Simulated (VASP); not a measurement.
# Ti6Si in VASP: a series of runs, part 2 of 2

VASP 6.6.1. The steps go on from the part before.

## 4. Single point, PBE

The input, INCAR:

```
PREC = Accurate ; ENCUT = 520
EDIFF = 1E-6 ; ISMEAR = 0
SIGMA = 0.1 ; LREAL = False
LASPH = True ; NELM = 80
ALGO = Normal ; ISIF = 2
LWAVE = False ; LCHARG = True
LDIPOL = True ; IDIPOL = 3
DIPOL = 0.5 0.5 0.356 ; GGA = PE
LELF = True ; LVHAR = True
LVACPOTAV = True ; NBANDS = 47
```

The input, KPOINTS:

```
Automatic mesh
0
Gamma
  9 6 1
```

The input, POSCAR:

```
Ti6Si
1.0
    2.9381632085      0.0000000000      0.0000000000
    0.0000000000      4.6504654182      0.0000000000
    0.0000000000      0.0000000000     21.2842242132
Ti Si
6 1
Direct
    0.0000000000      0.7500000000      0.1879326190
    0.5000000000      0.2500000000      0.2277825403
    0.5000000000      0.7500000000      0.3074823829
    0.0000000000      0.2500000000      0.3461291980
    0.0000000000      0.7500000000      0.4220680070
    0.5000000000      0.2500000000      0.4596937203
    1.0000000000      0.5000000000      0.5422007743
```

Potentials or basis: VASP PAW PBE potentials, release 64 (Ti_sv, Si).

Launch:

```console
$ cat potpaw_PBE.64/Ti_sv/POTCAR potpaw_PBE.64/Si/POTCAR > POTCAR
$ mpirun -np 1 vasp_std > vasp.out
```

OUTCAR:

```text
PREC = Accurate
   ENCUT = 520
   EDIFF = 1E-6
   ISMEAR = 0
   LREAL = False
   LASPH = True
   NELM = 80
   ISIF = 2
   GGA = PE

 ion  position               nearest neighbor table
   1  0.000  0.750  0.188-   2 2.88   2 2.88   2 2.88   2 2.88
   2  0.500  0.250  0.228-   1 2.88   1 2.88   1 2.88   1 2.88   3 2.88   3 2.88   4 2.92   4 2.92

   3  0.500  0.750  0.307-   5 2.85   5 2.85   4 2.87   4 2.87   4 2.87   4 2.87   2 2.88   2 2.88

   4  0.000  0.250  0.346-   6 2.83   6 2.83   5 2.83   5 2.83   3 2.87   3 2.87   3 2.87   3 2.87
                             2 2.92   2 2.92
   5  0.000  0.750  0.422-   7 2.81   4 2.83   4 2.83   3 2.85   3 2.85   6 2.86   6 2.86   6 2.86
                             6 2.86
   6  0.500  0.250  0.460-   7 2.57   7 2.57   4 2.83   4 2.83   5 2.86   5 2.86   5 2.86   5 2.86

   7  0.000  0.500  0.542-   6 2.57   6 2.57   5 2.81

  LATTYP: Found a simple orthorhombic cell.
 ALAT       =     2.9381632085
 B/A-ratio  =     1.5827798145
 C/A-ratio  =     7.2440578357

  Lattice vectors:

 A1 = (   2.9381632085,   0.0000000000,   0.0000000000)
 A2 = (   0.0000000000,   4.6504654182,   0.0000000000)
 A3 = (   0.0000000000,   0.0000000000,  21.2842242132)

Analysis of symmetry for initial positions (statically):
=====================================================================
 Subroutine PRICEL returns:
 Original cell was already a primitive cell.

 Routine SETGRP: Setting up the symmetry group for a
 simple orthorhombic supercell.

 Subroutine GETGRP returns: Found  2 space group operations
 (whereof  2 operations were pure point group operations)
 out of a pool of  8 trial point group operations.

The static configuration has the point symmetry C_1h.

Analysis of symmetry for dynamics (positions and initial velocities):
=====================================================================
 Subroutine PRICEL returns:
 Original cell was already a primitive cell.

 Routine SETGRP: Setting up the symmetry group for a
 simple orthorhombic supercell.

 Subroutine GETGRP returns: Found  2 space group operations
 (whereof  2 operations were pure point group operations)
 out of a pool of  8 trial point group operations.
[... 137 lines left out ...]
 non-spin polarized calculation
 Gauss-broadening in eV      SIGMA  =   0.10
  energy-cutoff  :      520.00
  volume of cell :      290.82
 maximum number of plane-waves:      7881
 NGX is ok and might be reduce to    24
   NGX = 11   NGY = 17   NGZ = 79

 dipolmoment           0.000000      0.000000     -0.048774 electrons x Angstroem

 number of electron      76.0000010 magnetization

 dipolmoment           0.000000      0.000000      0.086462 electrons x Angstroem

 Free energy of the ion-electron system (eV)
  ---------------------------------------------------
  ext. energy  EPLUGINS =         0.00000000
  ---------------------------------------------------
  free energy    TOTEN  =       -49.01310641 eV

  energy without entropy =      -48.94897681  energy(sigma->0) =      -48.98104161

 E-fermi :   1.0037     XC(G=0):  -5.6950

 val. band max:        0.9977504501   @ k =   0.1111   0.3333   0.0000
 cond. band min:       1.0059563249   @ k =   0.1111   0.5000   0.0000
 fundamental gap:      0.0082058747
 Fermi energy:         1.0036616198

 k-point     1 :       0.0000    0.0000    0.0000
  band No.  band energies     occupation
      1     -56.0559      2.00000
      2     -55.8401      2.00000
      3     -55.7798      2.00000
      4     -55.7490      2.00000
      5     -55.6870      2.00000
      6     -55.6569      2.00000
[... 989 lines left out ...]
     46       2.3944      0.00000
     47       2.5035      0.00000

------------------------ aborting loop because EDIFF is reached ----------------------------------------

  FORCE on cell =-STRESS in cart. coord.  units (eV):
  Direction    XX          YY          ZZ          XY          YZ          ZX
  --------------------------------------------------------------------------------------
  -------------------------------------------------------------------------------------
  Total       -3.5675819     -1.8805848     -0.2788120      0.0000000      1.1998912      0.0000000
  in kB      -19.6541550    -10.3603239     -1.5360022      0.0000000      6.6103171      0.0000000
  external PRESSURE =     -10.5168270 kB  Pullay stress =       0.0000000 kB

 VOLUME and BASIS-vectors are now :
 -----------------------------------------------------------------------------
  energy-cutoff  :      520.00
  volume of cell :      290.82
      direct lattice vectors                 reciprocal lattice vectors
     2.938163208  0.000000000  0.000000000     0.340348690  0.000000000  0.000000000
     0.000000000  4.650465418  0.000000000     0.000000000  0.215032241  0.000000000
     0.000000000  0.000000000 21.284224213     0.000000000  0.000000000  0.046983155

 POSITION                                       TOTAL-FORCE (eV/Angst)
 -----------------------------------------------------------------------------------
      0.00000      3.48785      4.00000         0.000000     -0.003484      0.324399
      1.46908      1.16262      4.84817         0.000000     -0.002274      0.101336
      1.46908      3.48785      6.54452         0.000000      0.101740     -0.444663
      0.00000      1.16262      7.36709         0.000000     -0.043826     -0.362032
      0.00000      3.48785      8.98339         0.000000     -0.460554      0.225327
      1.46908      1.16262      9.78422         0.000000     -0.174467      0.154674
      0.00000      2.32523     11.54032         0.000000      0.582866      0.000960
 -----------------------------------------------------------------------------------
    total drift:                                0.000000     -0.000016      0.000667

  FREE ENERGIE OF THE ION-ELECTRON SYSTEM (eV)
  ---------------------------------------------------
  free  energy   TOTEN  =       -49.0131064100 eV

  energy  without entropy=      -48.9489768125  energy(sigma->0) =      -48.98104161

 vacuum level on the upper side and lower side of the slab         5.899         4.755
```

stdout:

```text
POSCAR found type information on POSCAR TiSi
 POSCAR found :  2 types and       7 ions
 scaLAPACK will be used
 LDA part: xc-table for (Slater+PW92), standard interpolation
 POSCAR, INCAR and KPOINTS ok, starting setup
 FFT: planning ... GRIDC
 FFT: planning ... GRID_SOFT
 FFT: planning ... GRID
 WAVECAR not read
 entering main loop
 -----------------------------------------------------------------------------
|                                                                             |
|           W    W    AA    RRRRR   N    N  II  N    N   GGGG   !!!           |
|           W    W   A  A   R    R  NN   N  II  NN   N  G    G  !!!           |
|           W    W  A    A  R    R  N N  N  II  N N  N  G       !!!           |
|           W WW W  AAAAAA  RRRRR   N  N N  II  N  N N  G  GGG   !            |
|           WW  WW  A    A  R   R   N   NN  II  N   NN  G    G                |
|           W    W  A    A  R    R  N    N  II  N    N   GGGG   !!!           |
|                                                                             |
|     Did not find any points to average over, which means that no vacuum     |
|     field-free region was found. Please increase the size of  your cell     |
|     in the dimension of the dipole correction to obtain accurate            |
|     workfunction values.                                                    |
|                                                                             |
 -----------------------------------------------------------------------------
```

Run time: 14 min. Hardware: 1 thread of Intel Xeon 8259CL, shared host; peak memory 0.47 GiB.

What came out:

| Item | Value |
| --- | --- |
| Free energy | -49.0131 eV |
| Largest force | 0.583 eV/Å |
| Band gap on the k mesh | zero (bands 38 and 39 overlap by 0.65 eV) |

Forces on the atoms (eV/Å):
```
Ti   0.000 -0.003  0.324
Ti   0.000 -0.002  0.101
Ti   0.000  0.102 -0.445
Ti   0.000 -0.044 -0.362
Ti   0.000 -0.461  0.225
Ti   0.000 -0.174  0.155
Si   0.000  0.583  0.001
```

## 5. Overview

| cell | gap on the mesh (eV) | largest force (eV/Å) |
| --- | --- | --- |
| as given, atomic positions A | none | 0.88 |
| as given, atomic positions B | none | 1.03 |
| as given, atomic positions C | none | 0.58 |

Alike in all rows: task single point; level PBE; potentials or basis VASP PAW PBE potentials, release 64 (Ti_sv, Si); no spin polarisation; k mesh 9 × 6 × 1; cutoff (eV) 520; smearing gaussian 0.1 eV.

Absolute energies hang on the potentials; compare differences alone.
